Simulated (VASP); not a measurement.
Runs of VASP 6.6.1 on ZnS (rocksalt type). The structure is that of space group Fm-3m (No. 225), or close to it. The cells are those of the table. 

```csv
task,cell,cutoff (eV),gap on the mesh (eV),pressure (GPa)
single point,"a = 3.208 Å, angles 60.0°, 2 atoms",520,none,66.4
single point,"a = 3.506 Å, angles 60.0°, 2 atoms",520,-,(a)
single point,"a = 2.933 Å, angles 60.0°, 2 atoms",520,none,217.3
relaxation of cell and atoms,"relaxed from a = 3.289 Å, angles 60.0°, 2 atoms",600,-,0.0
single point,"a = 3.085 Å, angles 60.0°, 2 atoms",520,none,(b)
single point,"a = 3.579 Å, angles 60.0°, 2 atoms",520,-,0.2
single point,"a = 3.430 Å, angles 60.0°, 2 atoms",520,-,16.6
```

Alike in all rows: level r2SCAN; potentials or basis VASP PAW PBE potentials, release 64 (Zn, S); no spin polarisation; k mesh 16 × 16 × 16; smearing fermi-dirac 0.08 eV.

Question: Fill in the values left out.

Answer: (a) 7.2; (b) 116.2.

Caveats: the PAW data sets were made with another functional, which shifts forces and pressure a little.

A gap of «none» marks levels without a gap at the run's occupations.
